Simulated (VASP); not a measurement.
# Al5N (F-43m) in VASP: a series of runs, part 2 of 2

VASP 6.6.1. The steps go on from the part before.

## (3) Single point, PBE, collinear spin, ferromagnetic start

This run uses another cell than the first one, of 16.16 Å³/atom, 1.083 times its volume.

INCAR reads:

```
ALGO = Normal
EDIFF = 1E-7
ENCUT = 520
GGA = PE
ISIF = 2
ISMEAR = 0
ISPIN = 2
LASPH = T
LCHARG = F
LORBIT = 11
LREAL = F
LWAVE = F
MAGMOM = 0 0 0 0 0 1
NBANDS = 23
NELM = 150
PREC = Accurate
SIGMA = 0.1
```

KPOINTS reads:

```
k-points
0
Gamma
  4 4 4
```

POSCAR reads:

```
Al5N
1.0
    0.0000000000      3.6462159891      3.6462159891
    3.6462159891      0.0000000000      3.6462159891
    3.6462159891      3.6462159891      0.0000000000
Al N
5 1
Direct
    0.7500000000      0.7500000000      0.7500000000
    0.8736959079      0.3754346974      0.3754346974
    0.3754346974      0.3754346974      0.3754346974
    0.3754346974      0.8736959079      0.3754346974
    0.3754346974      0.3754346974      0.8736959079
    0.0000000000      0.0000000000      0.0000000000
```

Potentials or basis: VASP PAW PBE potentials, release 64 (Al, N).

Started as:

```
$ cat potpaw_PBE.64/Al/POTCAR potpaw_PBE.64/N/POTCAR > POTCAR
$ mpirun -np 1 vasp_std > vasp.out
```

OUTCAR:

```text
EDIFF = 1E-7
   ENCUT = 520
   GGA = PE
   ISIF = 2
   ISMEAR = 0
   ISPIN = 2
   LASPH = T
   LORBIT = 11
   LREAL = F
   NELM = 150
   PREC = Accurate

 ion  position               nearest neighbor table
   1  0.750  0.750  0.750-   2 3.02   4 3.02   5 3.02   3 3.02   3 3.02   3 3.02   2 3.02   5 3.02
                             4 3.02   2 3.02   4 3.02   5 3.02
   2  0.874  0.375  0.375-   3 2.57   4 2.57   5 2.57   3 2.59   5 2.59   4 2.59   1 3.02   1 3.02
                             1 3.02
   3  0.375  0.375  0.375-   2 2.57   4 2.57   5 2.57   5 2.59   4 2.59   2 2.59   1 3.02   1 3.02
                             1 3.02
   4  0.375  0.874  0.375-   2 2.57   3 2.57   5 2.57   5 2.59   3 2.59   2 2.59   1 3.02   1 3.02
[... 628 lines left out ...]
      5.46932      5.46932      5.46932         0.000000      0.000000      0.000000
      2.73783      4.55460      4.55460        -0.012600      0.012600      0.012600
      2.73783      2.73783      2.73783        -0.012600     -0.012600     -0.012600
      4.55460      2.73783      4.55460         0.012600     -0.012600      0.012600
      4.55460      4.55460      2.73783         0.012600      0.012600     -0.012600
      0.00000      0.00000      0.00000         0.000000      0.000000      0.000000
 -----------------------------------------------------------------------------------
    total drift:                                0.000000      0.000000      0.000000

  FREE ENERGIE OF THE ION-ELECTRON SYSTEM (eV)
  ---------------------------------------------------
  free  energy   TOTEN  =       -21.6592134465 eV

  energy  without entropy=      -21.6325589164  energy(sigma->0) =      -21.64588618

 total charge

# of ion       s       p       d       tot
------------------------------------------
    1        0.431   0.265   0.000   0.696
    2        0.455   0.355   0.000   0.809
    3        0.455   0.355   0.000   0.809
    4        0.455   0.355   0.000   0.809
    5        0.455   0.355   0.000   0.809
    6        1.348   1.996   0.000   3.343
--------------------------------------------------
tot          3.597   3.679   0.000   7.276

 magnetization (x)

# of ion       s       p       d       tot
------------------------------------------
    1        0.007   0.001   0.000   0.008
    2        0.003   0.001   0.000   0.005
    3        0.003   0.001   0.000   0.005
    4        0.003   0.001   0.000   0.005
    5        0.003   0.001   0.000   0.005
    6        0.004   0.148   0.000   0.153
--------------------------------------------------
tot          0.025   0.155   0.000   0.181
```

Run time: 48 s. Hardware: 1 thread of Intel Xeon Platinum 8488C (Sapphire Rapids), shared host; peak memory 0.27 GiB.

What came out:

| Property | Result |
| --- | --- |
| Free energy | -21.6592 eV |
| Pressure | 0.4 GPa |
| Largest force | 0.022 eV/Å |
| Net moment | 0.29 μB per cell |
| Site moments | Al +0.01; N +0.15 μB |
| Valence electrons inside the program's atomic spheres | Al 0.70, 0.81; N 3.34 |

Forces on the atoms (eV/Å):
```
Al   0.000  0.000  0.000
Al  -0.013  0.013  0.013
Al  -0.013 -0.013 -0.013
Al   0.013 -0.013  0.013
Al   0.013  0.013 -0.013
N    0.000  0.000  0.000
```

Caveat: the k points lie up to 0.37 Å⁻¹ apart.

## (4) Single point, PBE

This run uses another cell than the first one, of 16.35 Å³/atom, 1.096 times its volume.

INCAR reads:

```
SYSTEM = Al5N
PREC = Accurate
ENCUT = 520
EDIFF = 1E-6
ISMEAR = 0
SIGMA = 0.1
LREAL = .False.
LASPH = .True.
NELM = 60
ALGO = Normal
ISIF = 2
LWAVE = .False.
LCHARG = .False.
GGA = PE
NBANDS = 19
```

KPOINTS reads:

```
regular mesh
0
Gamma
  10 10 10
  0 0 0
```

POSCAR reads:

```
Al5N
1.0
    0.0000000000      3.6605131616      3.6605131616
    3.6605131616      0.0000000000      3.6605131616
    3.6605131616      3.6605131616      0.0000000000
Al N
5 1
Direct
    0.7500000000      0.7500000000      0.7500000000
    0.8744511912      0.3751829363      0.3751829363
    0.3751829363      0.3751829363      0.3751829363
    0.3751829363      0.8744511912      0.3751829363
    0.3751829363      0.3751829363      0.8744511912
    0.0000000000      0.0000000000      0.0000000000
```

Started as:

```
$ cat potpaw_PBE.64/Al/POTCAR potpaw_PBE.64/N/POTCAR > POTCAR
$ mpirun -np 1 vasp_std > vasp.out
```

Wall time 70 s (1 thread of Intel Xeon Platinum 8488C (Sapphire Rapids), shared host); peak memory 0.26 GiB.

The run converged. Its results:

| Item | Value |
| --- | --- |
| Free energy | -21.7210 eV |
| Pressure | 0.0 GPa |
| Band gap on the k mesh | zero (band 10 reaches 7.21 eV, above the bottom of band 11 at 5.29 eV) |

Levels at points of the mesh, in eV from the Fermi level:
```tsv
k point	band 7	band 8	band 9	band 10	band 11	band 12	band 13	band 14
(0.00, 0.00, 0.00)	-2.19	-2.19	-2.19	-1.91	-0.82	-0.82	-0.82	0.37
(0.50, 0.00, 0.00)	-3.20	-3.20	-0.85	0.24	0.52	0.52	2.21	2.21
(0.50, 0.50, 0.00)	-1.57	-0.33	-0.14	-0.14	2.15	2.42	2.42	2.49
```

## (5) Relaxation of cell and atoms, PBE

This run uses another cell than the first one, of 16.16 Å³/atom, 1.083 times its volume.

INCAR reads:

```
SYSTEM = Al5N
PREC = Accurate ; ENCUT = 600
EDIFF = 1E-6 ; ISMEAR = 0
SIGMA = 0.1 ; LREAL = .FALSE.
LASPH = .TRUE. ; NELM = 100
ALGO = Normal ; ISIF = 3
LWAVE = .FALSE. ; LCHARG = .FALSE.
GGA = PE ; IBRION = 2
NSW = 100 ; EDIFFG = -0.01
```

KPOINTS reads:

```
Automatic mesh
0
G
  10 10 10
  0 0 0
```

POSCAR reads:

```
Al5N
1.0
    0.0000000000      3.6462159891      3.6462159891
    3.6462159891      0.0000000000      3.6462159891
    3.6462159891      3.6462159891      0.0000000000
Al N
5 1
Direct
    0.7500000000      0.7500000000      0.7500000000
    0.8736959079      0.3754346974      0.3754346974
    0.3754346974      0.3754346974      0.3754346974
    0.3754346974      0.8736959079      0.3754346974
    0.3754346974      0.3754346974      0.8736959079
    0.0000000000      0.0000000000      0.0000000000
```

Started as:

```
$ cat potpaw_PBE.64/Al/POTCAR potpaw_PBE.64/N/POTCAR > POTCAR
$ mpirun -np 1 vasp_std > vasp.out
```

It took 2.8 min on 1 thread of Intel Xeon Platinum 8488C (Sapphire Rapids), shared host; peak memory 0.3 GiB.

The run converged. Its results:

```yaml
Free_energy: -21.7224 eV
Relaxed_volume: 16.34 Å³/atom
Relaxed_cell: a = 5.176 Å, b = 5.176 Å, c = 5.176 Å, α = 60.00°, β = 60.00°, γ = 60.00°
Space_group_after_relaxing_to_0.05_Å: F-43m (No. 216)
Energy_gained_by_relaxing: 0.6 meV/atom
Ionic_steps: 5
Pressure_after_relaxing: 0.0 GPa
Largest_force_after_relaxing: 0.010 eV/Å
Band_gap_on_the_k_mesh: zero (band 10 reaches 7.21 eV, above the bottom of band 11 at 5.29 eV)
```

Forces on the atoms (eV/Å):
```
Al   0.000  0.000  0.000
Al  -0.006  0.006  0.006
Al  -0.006 -0.006 -0.006
Al   0.006 -0.006  0.006
Al   0.006  0.006 -0.006
N    0.000  0.000  0.000
```

Step by step:
```
step  energy change (eV)  largest force (eV/Å)  pressure (GPa)  volume (Å³)
   1              0.0000                0.0993            0.81        96.95
   2             -0.0032                0.0466           -0.04        98.10
   3             -0.0033                0.0265            0.06        97.94
   4             -0.0033                0.0243            0.08        97.92
   5             -0.0033                0.0097            0.01        98.04
```

Final structure:
```
CELL_PARAMETERS angstrom
0.00000 3.65986 3.65986
3.65986 0.00000 3.65986
3.65986 3.65986 0.00000
ATOMIC_POSITIONS crystal
Al 0.75000 0.75000 0.75000
Al 0.87439 0.37520 0.37520
Al 0.37520 0.37520 0.37520
Al 0.37520 0.87439 0.37520
Al 0.37520 0.37520 0.87439
N 0.00000 0.00000 0.00000
```

Levels at points of the mesh, in eV from the Fermi level:
| k point | band 6 | band 7 | band 8 | band 9 | band 10 | band 11 | band 12 | band 13 | band 14 |
| --- | --- | --- | --- | --- | --- | --- | --- | --- | --- |
| (0.00, 0.00, 0.00) | -3.05 | -2.19 | -2.19 | -2.19 | -1.92 | -0.82 | -0.82 | -0.82 | 0.37 |
| (0.50, 0.00, 0.00) | -3.35 | -3.20 | -3.20 | -0.86 | 0.24 | 0.52 | 0.52 | 2.21 | 2.21 |
| (0.50, 0.50, 0.00) | -5.12 | -1.57 | -0.33 | -0.14 | -0.14 | 2.15 | 2.43 | 2.43 | 2.49 |

## (6) Overview

| task | spin | cell | k mesh | cutoff (eV) | gap on the mesh (eV) | pressure (GPa) | moment (μB) | largest force (eV/Å) |
| --- | --- | --- | --- | --- | --- | --- | --- | --- |
| single point | collinear, ferromagnetic start | a = 5.021 Å, angles 60.0°, 6 atoms | 4 × 4 × 4 | 520 | none | 7.1 | 0.00 | 0.14 |
| single point | collinear, ferromagnetic start | a = 5.157 Å, angles 60.0°, 6 atoms | 4 × 4 × 4 | 520 | none | 0.4 | 0.29 | 0.02 |
| single point | off | a = 5.177 Å, angles 60.0°, 6 atoms | 10 × 10 × 10 | 520 | none | 0.0 | - | - |
| relaxation of cell and atoms | off | relaxed from a = 5.157 Å, angles 60.0°, 6 atoms | 10 × 10 × 10 | 600 | none | 0.0 | - | 0.01 |

Alike in all rows: level PBE; potentials or basis VASP PAW PBE potentials, release 64 (Al, N); smearing gaussian 0.1 eV.

Caveats: some runs use coarse meshes.

Absolute energies hang on the potentials; compare differences alone.
